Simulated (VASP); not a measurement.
# AlN (P6_3/mmc) in VASP: further runs, part 2 of 2

VASP 6.6.1. The steps go on from the part before.

### Step 4. Single point, PBE (volume changed by +6%)

INCAR reads:

```
PREC     = Accurate       # precision mode
ENCUT    = 520            # plane-wave cutoff, eV
EDIFF    = 1E-6           # SCF threshold, eV
ISMEAR   = 0              # smearing method
SIGMA    = 0.01           # smearing width, eV
LREAL    = False          # projectors in reciprocal space
LASPH    = True           # aspherical terms in the spheres
NELM     = 100            # most SCF steps
ALGO     = Normal         # electronic algorithm
ISIF     = 2              # what is computed and relaxed
LWAVE    = False          # write WAVECAR
LCHARG   = False          # write CHGCAR
GGA      = PE             # functional
NBANDS   = 16             # bands
```

KPOINTS reads:

```
Automatic mesh
0
Gamma
  9 9 6
```

POSCAR reads:

```
AlN
1.0
    3.3794748227      0.0000000000      0.0000000000
   -1.6897374113      2.9267110479      0.0000000000
    0.0000000000      0.0000000000      4.2683306669
Al N
2 2
Direct
    0.3333333333      0.6666666667      0.2500000000
    0.6666666667      0.3333333333      0.7500000000
    0.6666666667      0.3333333333      0.2500000000
    0.3333333333      0.6666666667      0.7500000000
```

Potentials or basis: VASP PAW PBE potentials, release 64 (Al, N).

The run is started by

```
> cat potpaw_PBE.64/Al/POTCAR potpaw_PBE.64/N/POTCAR > POTCAR
> mpirun -np 1 vasp_std > vasp.out
```

OUTCAR:

```text
PREC = Accurate
   ENCUT = 520
   EDIFF = 1E-6
   ISMEAR = 0
   LREAL = False
   LASPH = True
   NELM = 100
   ISIF = 2
   GGA = PE

 ion  position               nearest neighbor table
   1  0.333  0.667  0.250-   3 1.95   3 1.95   3 1.95   4 2.13   4 2.13   2 2.89   2 2.89   2 2.89
                             2 2.89   2 2.89   2 2.89
   2  0.667  0.333  0.750-   4 1.95   4 1.95   4 1.95   3 2.13   3 2.13   1 2.89   1 2.89   1 2.89
                             1 2.89   1 2.89   1 2.89
   3  0.667  0.333  0.250-   1 1.95   1 1.95   1 1.95   2 2.13   2 2.13
   4  0.333  0.667  0.750-   2 1.95   2 1.95   2 1.95   1 2.13   1 2.13

  LATTYP: Found a hexagonal cell.
 ALAT       =     3.3794748227
 C/A-ratio  =     1.2630159687

  Lattice vectors:

 A1 = (   3.3794748227,   0.0000000000,   0.0000000000)
 A2 = (  -1.6897374113,   2.9267110479,   0.0000000000)
 A3 = (   0.0000000000,   0.0000000000,   4.2683306669)

Analysis of symmetry for initial positions (statically):
=====================================================================
 Subroutine PRICEL returns:
 Original cell was already a primitive cell.

[... 172 lines left out ...]
  free energy    TOTEN  =       -29.23244034 eV

  energy without entropy =      -29.23244034  energy(sigma->0) =      -29.23244034

 E-fermi :   7.4144     XC(G=0): -10.9012

 val. band max:        7.2920151713   @ k =   0.0000   0.0000   0.0000
 cond. band min:      10.1163960389   @ k =   0.0000   0.0000   0.0000
 fundamental gap:      2.8243808677
 Fermi energy:         7.4144237089

 k-point     1 :       0.0000    0.0000    0.0000
  band No.  band energies     occupation
      1      -9.0337      2.00000
      2      -5.6936      2.00000
      3       0.7947      2.00000
      4       4.1930      2.00000
      5       4.1930      2.00000
      6       5.7988      2.00000
[... 433 lines left out ...]
      3       1.1415      2.00000
      4       1.9297      2.00000
      5       1.9297      2.00000
      6       4.4461      2.00000
[... 8 lines left out ...]
     15      18.2449      0.00000
     16      19.6803      0.00000

 [... further k-points ...]
[... 5 lines left out ...]
  --------------------------------------------------------------------------------------
  -------------------------------------------------------------------------------------
  Total       -3.0938433     -3.0938433     -2.4722798     -0.0000000      0.0000000      0.0000000
  in kB     -117.4145102   -117.4145102    -93.8255413     -0.0000000      0.0000000      0.0000000
  external PRESSURE =    -109.5515206 kB  Pullay stress =       0.0000000 kB

 VOLUME and BASIS-vectors are now :
 -----------------------------------------------------------------------------
  energy-cutoff  :      520.00
  volume of cell :       42.22
      direct lattice vectors                 reciprocal lattice vectors
     3.379474823  0.000000000  0.000000000     0.295903965  0.170840234  0.000000000
    -1.689737411  2.926711048  0.000000000     0.000000000  0.341680468  0.000000000
     0.000000000  0.000000000  4.268330667     0.000000000  0.000000000  0.234283629

 POSITION                                       TOTAL-FORCE (eV/Angst)
 -----------------------------------------------------------------------------------
     -0.00000      1.95114      1.06708        -0.000000      0.000000      0.000000
      1.68974      0.97557      3.20125        -0.000000     -0.000000      0.000000
      1.68974      0.97557      1.06708         0.000000     -0.000000      0.000000
     -0.00000      1.95114      3.20125        -0.000000      0.000000      0.000000
 -----------------------------------------------------------------------------------
    total drift:                               -0.000000      0.000000     -0.000000

  FREE ENERGIE OF THE ION-ELECTRON SYSTEM (eV)
  ---------------------------------------------------
  free  energy   TOTEN  =       -29.2324403352 eV

  energy  without entropy=      -29.2324403352  energy(sigma->0) =      -29.23244034
```

OSZICAR:

```text
N       E                     dE             d eps       ncg     rms          rms(c)
DAV:   1     0.426038243040E+02    0.42604E+02   -0.71987E+03  1536   0.891E+02
DAV:   2    -0.299878977147E+02   -0.72592E+02   -0.66409E+02  2328   0.185E+02
DAV:   3    -0.335171886413E+02   -0.35293E+01   -0.35153E+01  1816   0.421E+01
DAV:   4    -0.335397536939E+02   -0.22565E-01   -0.22563E-01  1928   0.377E+00
DAV:   5    -0.335400599331E+02   -0.30624E-03   -0.30624E-03  1784   0.444E-01    0.114E+01
DAV:   6    -0.292391736141E+02    0.43009E+01   -0.91643E+00  1992   0.223E+01    0.375E+00
DAV:   7    -0.292532013082E+02   -0.14028E-01   -0.65441E-01  1688   0.561E+00    0.276E+00
DAV:   8    -0.292410220214E+02    0.12179E-01   -0.92446E-02  1632   0.265E+00    0.937E-01
DAV:   9    -0.292319172179E+02    0.91048E-02   -0.17988E-02  1904   0.108E+00    0.296E-01
DAV:  10    -0.292325476998E+02   -0.63048E-03   -0.34409E-03  1776   0.382E-01    0.165E-01
DAV:  11    -0.292324387564E+02    0.10894E-03   -0.20711E-04  1856   0.115E-01    0.477E-02
DAV:  12    -0.292324409538E+02   -0.21974E-05   -0.17455E-05  1640   0.327E-02    0.873E-03
DAV:  13    -0.292324403352E+02    0.61856E-06   -0.65860E-06  1920   0.191E-02
   1 F= -.29232440E+02 E0= -.29232440E+02  d E =-.978937E-70
```

Run time: 60 s. Hardware: 1 thread of AMD EPYC 7R13, shared host; peak memory 0.14 GiB.

What came out:

```
Free energy            : -29.2324 eV
Pressure               : -11.0 GPa
Band gap on the k mesh : 2.82 eV, direct
```

Stress tensor (GPa, compression positive):
```
-11.74   0.00   0.00
  0.00 -11.74   0.00
  0.00   0.00  -9.38
```

### Step 5. Single point, r2SCAN (volume changed by -6%)

POSCAR reads:

```
AlN
1.0
    3.2251372166      0.0000000000      0.0000000000
   -1.6125686083      2.7930507603      0.0000000000
    0.0000000000      0.0000000000      4.0525071973
Al N
2 2
Direct
    0.3333333333      0.6666666667      0.2500000000
    0.6666666667      0.3333333333      0.7500000000
    0.6666666667      0.3333333333      0.2500000000
    0.3333333333      0.6666666667      0.7500000000
```

INCAR.step1 reads:

```
SYSTEM = AlN
PREC = Accurate ; ENCUT = 520
ISMEAR = 0 ; SIGMA = 0.01
LREAL = .FALSE. ; LASPH = .TRUE.
NELM = 80 ; NBANDS = 16
GGA = PE ; ALGO = Normal
EDIFF = 1E-4 ; LWAVE = .TRUE.
LCHARG = .FALSE.
```

INCAR.step2 reads:

```
SYSTEM = AlN
PREC = Accurate ; ENCUT = 520
EDIFF = 1E-6 ; ISMEAR = 0
SIGMA = 0.01 ; LREAL = .FALSE.
LASPH = .TRUE. ; NELM = 80
ALGO = Normal ; ISIF = 2
LWAVE = .FALSE. ; LCHARG = .TRUE.
METAGGA = R2SCAN ; LMIXTAU = .TRUE.
LELF = .TRUE. ; LVHAR = .TRUE.
NBANDS = 16 ; ISTART = 1
```

KPOINTS reads:

```
regular mesh
0
G
  9 9 6
  0 0 0
```

The run is started by

```
> cat potpaw_PBE.64/Al/POTCAR potpaw_PBE.64/N/POTCAR > POTCAR
> cp INCAR.step1 INCAR
> mpirun -np 1 vasp_std > vasp.out
> cp INCAR.step2 INCAR
> mpirun -np 1 vasp_std > vasp.out
```

Run time: 3.9 min. Hardware: 1 thread of AMD EPYC 7R13, shared host; peak memory 0.13 GiB.

The run converged. Its results:

* Free energy: -37.9082 eV
* Pressure: 15.3 GPa
* Band gap on the k mesh: 4.54 eV, direct

Stress tensor (GPa, compression positive):
```
16.30  0.00  0.00
 0.00 16.30  0.00
 0.00  0.00 13.21
```

Levels at points of the mesh, in eV from the valence-band top:
| k point | band 4 | band 5 | band 6 | band 7 | band 8 | band 9 | band 10 | band 11 | band 12 | band 13 |
| --- | --- | --- | --- | --- | --- | --- | --- | --- | --- | --- |
| (0.00, 0.00, 0.00) | -3.67 | -3.67 | -1.85 | -1.85 | 0.00 | 4.54 | 5.94 | 9.52 | 9.52 | 12.92 |
| (0.00, 0.00, 0.50) | -3.99 | -2.81 | -2.81 | -2.81 | -2.81 | 6.90 | 6.90 | 9.59 | 9.59 | 9.59 |

Caveat: the PAW data sets were made with another functional, which shifts forces and pressure a little. A k mesh can miss the band edges.

### Step 6. Single point, r2SCAN (volume changed by -3%)

POSCAR reads:

```
AlN
1.0
    3.2590885244      0.0000000000      0.0000000000
   -1.6295442622      2.8224534553      0.0000000000
    0.0000000000      0.0000000000      4.0951683028
Al N
2 2
Direct
    0.3333333333      0.6666666667      0.2500000000
    0.6666666667      0.3333333333      0.7500000000
    0.6666666667      0.3333333333      0.2500000000
    0.3333333333      0.6666666667      0.7500000000
```

INCAR.step1 reads:

```
PREC = Accurate ; ENCUT = 520
ISMEAR = 0 ; SIGMA = 0.01
LREAL = False ; LASPH = True
NELM = 60 ; NBANDS = 16
GGA = PE ; ALGO = Normal
EDIFF = 1E-4 ; LWAVE = True
LCHARG = False
```

INCAR.step2 reads:

```
PREC = Accurate ; ENCUT = 520
EDIFF = 1E-6 ; ISMEAR = 0
SIGMA = 0.01 ; LREAL = False
LASPH = True ; NELM = 60
ALGO = Normal ; ISIF = 2
LWAVE = False ; LCHARG = False
METAGGA = R2SCAN ; LMIXTAU = True
NBANDS = 16 ; ISTART = 1
```

KPOINTS reads:

```
Automatic mesh
0
Gamma
  9 9 6
```

Potentials or basis: VASP PAW PBE potentials, release 64 (Al, N).

The run is started by

```
> cat potpaw_PBE.64/Al/POTCAR potpaw_PBE.64/N/POTCAR > POTCAR
> cp INCAR.step1 INCAR
> mpirun -np 1 vasp_std > vasp.out
> cp INCAR.step2 INCAR
> mpirun -np 1 vasp_std > vasp.out
```

It took 3.6 min on 1 thread of AMD EPYC 7R13, shared host; peak memory 0.13 GiB.

It converged, with:

| Quantity | Value |
| --- | --- |
| Free energy | -37.9895 eV |
| Pressure | 6.8 GPa |
| Band gap on the k mesh | 4.30 eV, direct |

Stress tensor (GPa, compression positive):
```
7.31 0.00 0.00
0.00 7.31 0.00
0.00 0.00 5.69
```

Levels at points of the mesh, in eV from the valence-band top:
```tsv
k point	band 6	band 7	band 8	band 9	band 10	band 11
(0.00, 0.00, 0.00)	-1.78	-1.78	0.00	4.30	5.67	9.33
(0.00, 0.00, 0.50)	-2.72	-2.72	-2.72	6.69	6.69	9.43
```

Caveat: the PAW data sets were made with another functional, which shifts forces and pressure a little.

### Step 7. The runs side by side

```tsv
level	cell	gap on the mesh (eV)	pressure (GPa)
PBE	a = 3.314, b = 3.314, c = 4.186 Å, angles 90.0, 90.0, 120.0°, 4 atoms	3.26	-0.2
PBE	a = 3.347, b = 3.347, c = 4.228 Å, angles 90.0, 90.0, 120.0°, 4 atoms	3.04	-6.0
PBE	a = 3.379, b = 3.379, c = 4.268 Å, angles 90.0, 90.0, 120.0°, 4 atoms	2.82	-11.0
r2SCAN	a = 3.225, b = 3.225, c = 4.053 Å, angles 90.0, 90.0, 120.0°, 4 atoms	4.54	15.3
r2SCAN	a = 3.259, b = 3.259, c = 4.095 Å, angles 90.0, 90.0, 120.0°, 4 atoms	4.30	6.8
```

Alike in all rows: task single point; potentials or basis VASP PAW PBE potentials, release 64 (Al, N); no spin polarisation; k mesh 9 × 9 × 6; cutoff (eV) 520; smearing gaussian 0.01 eV.

Caveats: the PAW data sets were made with another functional, which shifts forces and pressure a little (some runs).

Total energies depend on the potentials used, so only differences within one code and one set of settings carry meaning.
